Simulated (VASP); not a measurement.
# Pt2Se (P4/nmm) in VASP: a series of runs, part 2 of 2

VASP 6.6.1.

## (3) Single point, PBE

The input, INCAR:

```
PREC = Accurate
ENCUT = 520
EDIFF = 1E-6
ISMEAR = 0
SIGMA = 0.1
LREAL = False
LASPH = True
NELM = 80
ALGO = Normal
ISIF = 2
LWAVE = False
LCHARG = True
GGA = PE
LELF = True
LVHAR = True
NBANDS = 35
```

The input, KPOINTS:

```
Automatic mesh
0
Gamma
  4 4 4
```

The input, POSCAR:

```
Pt2Se
1.0
    3.8137993629      0.0000000000      0.0000000000
    0.0000000000      3.8137993629      0.0000000000
    0.0000000000      0.0000000000      7.2625900798
Pt Se
4 2
Direct
    0.0000000000      0.0000000000      0.0000000000
    0.5000000000      0.5000000000      0.0000000000
    0.5000000000      0.0000000000      0.7124994520
    0.0000000000      0.5000000000      0.2875005480
    0.5000000000      0.0000000000      0.3682131264
    0.0000000000      0.5000000000      0.6317868736
```

Potentials or basis: VASP PAW PBE potentials, release 64 (Pt, Se).

Started as:

```console
$ cat potpaw_PBE.64/Pt/POTCAR potpaw_PBE.64/Se/POTCAR > POTCAR
$ mpirun -np 1 vasp_std > vasp.out
```

OUTCAR:

```text
PREC = Accurate
   ENCUT = 520
   EDIFF = 1E-6
   ISMEAR = 0
   LREAL = False
   LASPH = True
   NELM = 80
   ISIF = 2
   GGA = PE

 ion  position               nearest neighbor table
   1  0.000  0.000  0.000-   2 2.70   2 2.70   2 2.70   2 2.70   4 2.83   4 2.83   3 2.83   3 2.83

   2  0.500  0.500  0.000-   1 2.70   1 2.70   1 2.70   1 2.70   3 2.83   4 2.83   4 2.83   3 2.83

   3  0.500  0.000  0.712-   5 2.50   6 2.76   6 2.76   6 2.76   6 2.76   1 2.83   1 2.83   2 2.83
                             2 2.83
   4  0.000  0.500  0.288-   6 2.50   5 2.76   5 2.76   5 2.76   5 2.76   1 2.83   2 2.83   2 2.83
[... 888 lines left out ...]
  Total       -0.2613968     -0.2613968     -0.2093425      0.0000000      0.0000000      0.0000000
  in kB       -3.9646388     -3.9646388     -3.1751245      0.0000000      0.0000000      0.0000000
  external PRESSURE =      -3.7014674 kB  Pullay stress =       0.0000000 kB

 VOLUME and BASIS-vectors are now :
 -----------------------------------------------------------------------------
  energy-cutoff  :      520.00
  volume of cell :      105.63
      direct lattice vectors                 reciprocal lattice vectors
     3.813799363  0.000000000  0.000000000     0.262205718  0.000000000  0.000000000
     0.000000000  3.813799363  0.000000000     0.000000000  0.262205718  0.000000000
     0.000000000  0.000000000  7.262590080     0.000000000  0.000000000  0.137691924

 POSITION                                       TOTAL-FORCE (eV/Angst)
 -----------------------------------------------------------------------------------
      0.00000      0.00000      0.00000         0.000000      0.000000      0.000000
      1.90690      1.90690      0.00000         0.000000     -0.000000      0.000000
      1.90690      0.00000      5.17459        -0.000000      0.000000      0.008968
      0.00000      1.90690      2.08800         0.000000      0.000000     -0.008968
      1.90690      0.00000      2.67418         0.000000      0.000000     -0.013992
      0.00000      1.90690      4.58841        -0.000000     -0.000000      0.013992
 -----------------------------------------------------------------------------------
    total drift:                                0.000000      0.000000     -0.000000

  FREE ENERGIE OF THE ION-ELECTRON SYSTEM (eV)
  ---------------------------------------------------
  free  energy   TOTEN  =       -30.4778158792 eV

  energy  without entropy=      -30.4587908163  energy(sigma->0) =      -30.46830335
```

OSZICAR:

```text
N       E                     dE             d eps       ncg     rms          rms(c)
DAV:   1     0.303440509812E+03    0.30344E+03   -0.25362E+04  1268   0.138E+03
DAV:   2    -0.165509373190E+02   -0.31999E+03   -0.30593E+03  1446   0.288E+02
DAV:   3    -0.315393904815E+02   -0.14988E+02   -0.14604E+02  1460   0.562E+01
DAV:   4    -0.317436588772E+02   -0.20427E+00   -0.20368E+00  1397   0.703E+00
DAV:   5    -0.317461397760E+02   -0.24809E-02   -0.24804E-02  1388   0.786E-01    0.205E+01
DAV:   6    -0.308814218103E+02    0.86472E+00   -0.49606E+00  1336   0.166E+01    0.129E+01
DAV:   7    -0.309069211052E+02   -0.25499E-01   -0.35332E+00  1347   0.168E+01    0.816E+00
DAV:   8    -0.304955506674E+02    0.41137E+00   -0.13890E+00  1356   0.102E+01    0.193E+00
DAV:   9    -0.304800555390E+02    0.15495E-01   -0.13857E-01  1344   0.219E+00    0.743E-01
DAV:  10    -0.304782675438E+02    0.17880E-02   -0.17544E-02  1367   0.787E-01    0.189E-01
DAV:  11    -0.304778501288E+02    0.41742E-03   -0.15133E-03  1402   0.347E-01    0.830E-02
DAV:  12    -0.304778112928E+02    0.38836E-04   -0.29313E-04  1386   0.998E-02    0.231E-02
DAV:  13    -0.304778164521E+02   -0.51594E-05   -0.17900E-05  1377   0.228E-02    0.865E-03
DAV:  14    -0.304778158792E+02    0.57287E-06   -0.21545E-06   923   0.962E-03
   1 F= -.30477816E+02 E0= -.30468303E+02  d E =-.190251E-01
```

It took 41 s on 1 thread of Intel Xeon 6975P-C (Granite Rapids), shared host; peak memory 0.21 GiB.

What came out:

```yaml
Free_energy: -30.4778 eV
Pressure: -0.4 GPa
Largest_force: 0.014 eV/Å
Band_gap_on_the_k_mesh: zero (band 26 reaches 8.79 eV, above the bottom of band 27 at 8.00 eV)
```

Forces in eV/Å, atoms in the order of the input:
```
Pt   0.000  0.000  0.000
Pt   0.000  0.000  0.000
Pt   0.000  0.000  0.009
Pt   0.000  0.000 -0.009
Se   0.000  0.000 -0.014
Se   0.000  0.000  0.014
```

Stress tensor (GPa, compression positive):
```
-0.40  0.00  0.00
 0.00 -0.40  0.00
 0.00  0.00 -0.32
```

Levels at points of the mesh, in eV from the Fermi level:
| k point | band 23 | band 24 | band 25 | band 26 | band 27 | band 28 | band 29 | band 30 |
| --- | --- | --- | --- | --- | --- | --- | --- | --- |
| (0.00, 0.00, 0.00) | -0.84 | -0.64 | -0.61 | -0.57 | -0.57 | 0.01 | 1.43 | 2.90 |
| (0.50, 0.00, 0.00) | -1.54 | -1.54 | -0.54 | -0.54 | 1.12 | 1.12 | 1.73 | 1.73 |
| (0.50, 0.50, 0.00) | -1.31 | -1.31 | -0.76 | -0.76 | -0.52 | -0.52 | 0.42 | 0.42 |
| (0.00, 0.00, 0.50) | -0.71 | -0.62 | -0.49 | -0.15 | -0.06 | -0.06 | 0.01 | 1.43 |
| (0.50, 0.00, 0.50) | -1.24 | -1.24 | -0.84 | -0.84 | 1.03 | 1.03 | 1.16 | 1.16 |
| (0.50, 0.50, 0.50) | -1.47 | -1.47 | -0.51 | -0.51 | 0.22 | 0.22 | 1.02 | 1.02 |

Caveat: the k points lie up to 0.41 Å⁻¹ apart; spin-orbit coupling is left out, which moves the levels of the heavy elements.

## (4) Single point, PBE

This run uses another cell than the first one, of 18.64 Å³/atom, 1.059 times its volume.

The input, INCAR:

```
SYSTEM = Pt2Se
PREC = Accurate ; ENCUT = 520
EDIFF = 1E-6 ; ISMEAR = 0
SIGMA = 0.1 ; LREAL = .False.
LASPH = .True. ; NELM = 80
ALGO = Normal ; ISIF = 2
LWAVE = .False. ; LCHARG = .False.
GGA = PE ; NBANDS = 35
```

The input, KPOINTS:

```
Automatic mesh
0
Gamma
  6 6 2
  0 0 0
```

The input, POSCAR:

```
Pt2Se
1.0
    3.7628903286      0.0000000000      0.0000000000
    0.0000000000      3.7628903286      0.0000000000
    0.0000000000      0.0000000000      7.8969125227
Pt Se
4 2
Direct
    0.0000000000      0.0000000000      0.0000000000
    0.5000000000      0.5000000000      0.0000000000
    0.5000000000      0.0000000000      0.6400000000
    0.0000000000      0.5000000000      0.3600000000
    0.5000000000      0.0000000000      0.2800000000
    0.0000000000      0.5000000000      0.7200000000
```

Started as:

```console
$ cat potpaw_PBE.64/Pt/POTCAR potpaw_PBE.64/Se/POTCAR > POTCAR
$ mpirun -np 1 vasp_std > vasp.out
```

It took 38 s on 1 thread of Intel Xeon 6975P-C (Granite Rapids), shared host; peak memory 0.23 GiB.

The run converged. Its results:

- Free energy: -28.7380 eV
- Pressure: -6.2 GPa
- Largest force: 0.518 eV/Å
- Band gap on the k mesh: zero (band 26 reaches 7.93 eV, above the bottom of band 27 at 7.22 eV)

Forces on the atoms (eV/Å):
```
Pt   0.000  0.000  0.000
Pt   0.000  0.000  0.000
Pt   0.000  0.000 -0.518
Pt   0.000  0.000  0.518
Se   0.000  0.000  0.434
Se   0.000  0.000 -0.434
```

Stress tensor (GPa, compression positive):
```
 -4.24   0.00   0.00
  0.00  -4.24   0.00
  0.00   0.00 -10.17
```

Levels at points of the mesh, in eV from the Fermi level:
```csv
k point,band 23,band 24,band 25,band 26,band 27,band 28,band 29,band 30
"(0.00, 0.00, 0.00)",-0.68,-0.68,-0.09,-0.09,0.27,0.38,0.94,1.78
"(0.50, 0.00, 0.00)",-1.57,-1.57,-0.67,-0.67,1.78,1.78,1.85,1.85
"(0.50, 0.50, 0.00)",-0.50,-0.50,-0.48,-0.48,-0.43,-0.43,-0.23,-0.23
"(0.00, 0.00, 0.50)",-1.15,-0.96,0.09,0.09,0.11,0.18,0.27,1.78
"(0.50, 0.00, 0.50)",-1.52,-1.52,-0.28,-0.28,0.36,0.36,1.78,1.78
"(0.50, 0.50, 0.50)",-0.74,-0.74,-0.50,-0.50,-0.12,-0.12,1.67,1.67
```

Caveat: the k points lie up to 0.40 Å⁻¹ apart; spin-orbit coupling is left out, which moves the levels of the heavy elements.

## (5) Relaxation of cell and atoms, PBE

This run uses another cell than the first one, of 18.64 Å³/atom, 1.059 times its volume.

The input, INCAR:

```
ALGO = Normal
EDIFF = 1E-6
EDIFFG = -0.04
ENCUT = 600
GGA = PE
IBRION = 2
ISIF = 3
ISMEAR = 0
LASPH = T
LCHARG = F
LREAL = F
LWAVE = F
NELM = 100
NSW = 90
PREC = Accurate
SIGMA = 0.1
```

The input, KPOINTS:

```
k-points
0
Gamma
  4 4 2
```

POSCAR is that of step 4.

Started as:

```console
$ cat potpaw_PBE.64/Pt/POTCAR potpaw_PBE.64/Se/POTCAR > POTCAR
$ mpirun -np 1 vasp_std > vasp.out
```

Wall time 8 min (1 thread of Intel Xeon 6975P-C (Granite Rapids), shared host); peak memory 0.26 GiB.

Results (log left out):

| Property | Result |
| --- | --- |
| Free energy | -30.0633 eV |
| Relaxed volume | 18.94 Å³/atom |
| Relaxed cell | a = 4.701 Å, b = 4.701 Å, c = 5.142 Å, α = 90.00°, β = 90.00°, γ = 90.00° |
| Space group after relaxing (to 0.05 Å) | P4/nmm (No. 129) |
| Energy gained by relaxing | 231.6 meV/atom |
| Ionic steps | 24 |
| Pressure after relaxing | 0.2 GPa |
| Largest force after relaxing | 0.019 eV/Å |
| Band gap on the k mesh | zero (band 26 reaches 7.89 eV, above the bottom of band 27 at 6.85 eV) |

Forces in eV/Å, atoms in the order of the input:
```
Pt   0.000  0.000  0.000
Pt   0.000  0.000  0.000
Pt   0.000  0.000 -0.019
Pt   0.000  0.000  0.019
Se   0.000  0.000 -0.009
Se   0.000  0.000  0.009
```

Stress tensor (GPa, compression positive):
```
 0.25  0.00  0.00
 0.00  0.25  0.00
 0.00  0.00 -0.02
```

The path:
```
step  energy change (eV)  largest force (eV/Å)  pressure (GPa)  volume (Å³)
   1              0.0000                0.5711           -6.13       111.82
   2             -0.1059                0.5383            9.08       100.63
   3             -0.1849                0.5777            2.26       104.76
   4             -0.3767                0.2096            2.81       103.59
   5             -0.4240                0.8275            5.29       102.07
   6             -0.4383                0.5461            4.04       102.67
   7             -0.4688                0.4107           -5.16       109.05
   8             -0.5059                0.4505           -1.56       106.22
   9             -0.5623                0.4243           -1.16       105.71
  10             -0.7105                0.4243            1.36       103.93
  11             -0.6255                0.5790           15.28        99.25
  12             -0.7847                0.3133            5.78       102.04
  13             -0.8015                0.2678            5.56       102.29
  14             -0.8468                0.2749            5.07       103.03
  15             -0.9356                0.2977            4.46       104.40
  16             -1.0837                0.3122            4.23       106.75
  17             -1.1992                1.2045            7.61       109.72
  18             -1.2106                0.4137            4.83       108.49
  19             -1.2605                0.6094            5.88       109.22
  20             -1.2584                0.7633            6.36       109.42
  21             -1.3488                0.5397           -0.49       115.41
  22             -1.3539                0.5731            0.66       114.24
  23             -1.3739                0.3915            0.43       114.05
  24             -1.3899                0.0186            0.16       113.64
```

Final structure:
```
CELL_PARAMETERS angstrom
4.70117 0.00000 0.00000
0.00000 4.70117 0.00000
0.00000 0.00000 5.14201
ATOMIC_POSITIONS crystal
Pt 0.00000 0.00000 0.00000
Pt 0.50000 0.50000 0.00000
Pt 0.50000 0.00000 0.72525
Pt 0.00000 0.50000 0.27475
Se 0.50000 0.00000 0.25423
Se 0.00000 0.50000 0.74577
```

Levels at points of the mesh, in eV from the Fermi level:
```csv
k point,band 24,band 25,band 26,band 27,band 28,band 29
"(0.00, 0.00, 0.00)",-1.42,-1.31,-1.23,-0.48,0.08,0.08
"(0.50, 0.00, 0.00)",-1.11,-0.56,-0.56,0.09,0.09,2.05
"(0.50, 0.50, 0.00)",-1.45,-0.83,-0.83,0.14,0.14,1.56
"(0.00, 0.00, 0.50)",-0.29,0.01,0.01,1.48,1.48,2.86
"(0.50, 0.00, 0.50)",-0.73,0.16,0.16,0.96,0.96,1.14
"(0.50, 0.50, 0.50)",-0.71,-0.71,-0.71,-0.52,-0.52,3.32
```

Caveat: the k points lie up to 0.61 Å⁻¹ apart in the final cell; spin-orbit coupling is left out, which moves the levels of the heavy elements.

## (6) Relaxation of cell and atoms, PBE

The input, INCAR:

```
PREC = Accurate ; ENCUT = 600
EDIFF = 1E-7 ; ISMEAR = 0
SIGMA = 0.1 ; LREAL = F
LASPH = T ; NELM = 80
ALGO = Normal ; ISIF = 3
LWAVE = F ; LCHARG = F
GGA = PE ; IBRION = 2
NSW = 90 ; EDIFFG = -0.04
```

The input, KPOINTS:

```
regular mesh
0
Gamma
  4 4 4
```

The input, POSCAR:

```
Pt2Se
1.0
    3.8093035261      0.0000000000      0.0000000000
    0.0000000000      3.8093035261      0.0000000000
    0.0000000000      0.0000000000      7.2751673130
Pt Se
4 2
Direct
    0.0000000000      0.0000000000      0.0000000000
    0.5000000000      0.5000000000      0.0000000000
    0.5000000000      0.0000000000      0.7146009195
    0.0000000000      0.5000000000      0.2853990805
    0.5000000000      0.0000000000      0.3705178557
    0.0000000000      0.5000000000      0.6294821443
```

Potentials or basis: VASP PAW PBE potentials, release 64 (Pt, Se).

Started as:

```console
$ cat potpaw_PBE.64/Pt/POTCAR potpaw_PBE.64/Se/POTCAR > POTCAR
$ mpirun -np 1 vasp_std > vasp.out
```

Wall time 2.4 min (1 thread of Intel Xeon 6975P-C (Granite Rapids), shared host); peak memory 0.26 GiB.

Results (log left out):

- Free energy: -30.4783 eV
- Relaxed volume: 17.58 Å³/atom
- Relaxed cell: a = 3.811 Å, b = 3.811 Å, c = 7.259 Å, α = 90.00°, β = 90.00°, γ = 90.00°
- Space group after relaxing (to 0.05 Å): P4/nmm (No. 129)
- Energy gained by relaxing: 0.6 meV/atom
- Ionic steps: 5
- Pressure after relaxing: 0.0 GPa
- Largest force after relaxing: 0.021 eV/Å
- Band gap on the k mesh: zero (band 26 reaches 8.82 eV, above the bottom of band 27 at 8.02 eV)

Forces on the atoms (eV/Å):
```
Pt   0.000  0.000  0.000
Pt   0.000  0.000  0.000
Pt   0.000  0.000  0.018
Pt   0.000  0.000 -0.018
Se   0.000  0.000 -0.021
Se   0.000  0.000  0.021
```

Stress tensor (GPa, compression positive):
```
-0.08  0.00  0.00
 0.00 -0.08  0.00
 0.00  0.00  0.02
```

The path:
```
step  energy change (eV)  largest force (eV/Å)  pressure (GPa)  volume (Å³)
   1              0.0000                0.1029           -0.06       105.57
   2             -0.0017                0.0810            0.05       105.46
   3             -0.0032                0.0462            0.30       105.25
   4             -0.0023                0.0289           -0.73       105.87
   5             -0.0035                0.0206           -0.05       105.45
```

Final structure:
```
CELL_PARAMETERS angstrom
3.81148 0.00000 0.00000
0.00000 3.81148 0.00000
0.00000 0.00000 7.25891
ATOMIC_POSITIONS crystal
Pt 0.00000 0.00000 0.00000
Pt 0.50000 0.50000 0.00000
Pt 0.50000 0.00000 0.71236
Pt 0.00000 0.50000 0.28764
Se 0.50000 0.00000 0.36818
Se 0.00000 0.50000 0.63182
```

Levels at points of the mesh, in eV from the Fermi level:
```tsv
k point	band 23	band 24	band 25	band 26	band 27	band 28	band 29	band 30
(0.00, 0.00, 0.00)	-0.85	-0.64	-0.61	-0.58	-0.58	0.02	1.44	2.91
(0.50, 0.00, 0.00)	-1.55	-1.55	-0.54	-0.54	1.13	1.13	1.74	1.74
(0.50, 0.50, 0.00)	-1.31	-1.31	-0.76	-0.76	-0.52	-0.52	0.42	0.42
(0.00, 0.00, 0.50)	-0.71	-0.62	-0.50	-0.14	-0.06	-0.06	0.01	1.44
(0.50, 0.00, 0.50)	-1.24	-1.24	-0.84	-0.84	1.04	1.04	1.17	1.17
(0.50, 0.50, 0.50)	-1.47	-1.47	-0.51	-0.51	0.22	0.22	1.02	1.02
```

Caveat: the k points lie up to 0.41 Å⁻¹ apart in the final cell; spin-orbit coupling is left out, which moves the levels of the heavy elements.

## (7) Single point, PBE

The input, INCAR:

```
ALGO = Normal ; EDIFF = 1E-6
ENCUT = 520 ; GGA = PE
ISIF = 2 ; ISMEAR = 0
LASPH = T ; LCHARG = T
LELF = T ; LREAL = F
LVHAR = T ; LWAVE = F
NBANDS = 35 ; NELM = 80
PREC = Accurate ; SIGMA = 0.1
```

The input, KPOINTS:

```
k-points
0
Gamma
  10 10 6
```

The input, POSCAR:

```
Pt2Se
1.0
    3.8111756609      0.0000000000      0.0000000000
    0.0000000000      3.8111756609      0.0000000000
    0.0000000000      0.0000000000      7.2570606520
Pt Se
4 2
Direct
    0.0000000000      0.0000000000      0.0000000000
    0.5000000000      0.5000000000      0.0000000000
    0.5000000000      0.0000000000      0.7144168966
    0.0000000000      0.5000000000      0.2855831034
    0.5000000000      0.0000000000      0.3674439951
    0.0000000000      0.5000000000      0.6325560049
```

Started as:

```console
$ cat potpaw_PBE.64/Pt/POTCAR potpaw_PBE.64/Se/POTCAR > POTCAR
$ mpirun -np 1 vasp_std > vasp.out
```

Run time: 2 min. Hardware: 1 thread of Intel Xeon 6975P-C (Granite Rapids), shared host; peak memory 0.37 GiB.

The run converged. Its results:

| Item | Value |
| --- | --- |
| Free energy | -30.4512 eV |
| Pressure | -0.2 GPa |
| Largest force | 0.020 eV/Å |
| Band gap on the k mesh | zero (band 26 reaches 8.99 eV, above the bottom of band 27 at 8.04 eV) |

Forces in eV/Å, atoms in the order of the input:
```
Pt   0.000  0.000  0.000
Pt   0.000  0.000  0.000
Pt   0.000  0.000  0.008
Pt   0.000  0.000 -0.008
Se   0.000  0.000 -0.020
Se   0.000  0.000  0.020
```

Stress tensor (GPa, compression positive):
```
-0.26  0.00  0.00
 0.00 -0.26  0.00
 0.00  0.00 -0.14
```

Levels at points of the mesh, in eV from the Fermi level:
| k point | band 23 | band 24 | band 25 | band 26 | band 27 | band 28 | band 29 | band 30 |
| --- | --- | --- | --- | --- | --- | --- | --- | --- |
| (0.00, 0.00, 0.00) | -0.83 | -0.56 | -0.51 | -0.44 | -0.44 | 0.00 | 1.41 | 3.00 |
| (0.50, 0.00, 0.00) | -1.48 | -1.48 | -0.47 | -0.47 | 1.22 | 1.22 | 1.79 | 1.79 |
| (0.50, 0.50, 0.00) | -1.19 | -1.19 | -0.70 | -0.70 | -0.49 | -0.49 | 0.47 | 0.47 |
| (0.00, 0.00, 0.50) | -0.70 | -0.53 | -0.44 | -0.05 | 0.00 | 0.04 | 0.04 | 1.41 |
| (0.50, 0.00, 0.50) | -1.17 | -1.17 | -0.76 | -0.76 | 1.09 | 1.09 | 1.26 | 1.26 |
| (0.50, 0.50, 0.50) | -1.35 | -1.35 | -0.49 | -0.49 | 0.30 | 0.30 | 1.06 | 1.06 |

Caveat: spin-orbit coupling is left out, which moves the levels of the heavy elements.

## (8) The runs side by side

| task | cell | k mesh | cutoff (eV) | gap on the mesh (eV) | pressure (GPa) | relaxed volume (Å³/atom) | largest force (eV/Å) |
| --- | --- | --- | --- | --- | --- | --- | --- |
| single point | a = 3.809, b = 3.809, c = 7.275 Å, 6 atoms | 4 × 4 × 2 | 520 | none | -0.3 | - | 0.03 |
| single point | a = 3.814, b = 3.814, c = 7.263 Å, 6 atoms | 4 × 4 × 4 | 520 | none | -0.4 | - | 0.01 |
| single point | a = 3.763, b = 3.763, c = 7.897 Å, 6 atoms | 6 × 6 × 2 | 520 | none | -6.2 | - | 0.52 |
| relaxation of cell and atoms | relaxed from a = 3.763, b = 3.763, c = 7.897 Å, 6 atoms | 4 × 4 × 2 | 600 | none | 0.2 | 18.94 | 0.02 |
| relaxation of cell and atoms | relaxed from a = 3.809, b = 3.809, c = 7.275 Å, 6 atoms | 4 × 4 × 4 | 600 | none | 0.0 | 17.58 | 0.02 |
| single point | a = 3.811, b = 3.811, c = 7.257 Å, 6 atoms | 10 × 10 × 6 | 520 | none | -0.2 | - | 0.02 |

Alike in all rows: level PBE; potentials or basis VASP PAW PBE potentials, release 64 (Pt, Se); no spin polarisation; smearing gaussian 0.1 eV.

Caveats: some runs use coarse meshes; spin-orbit coupling is left out, which moves the levels of the heavy elements.

Total energies depend on the potentials used, so only differences within one code and one set of settings carry meaning.
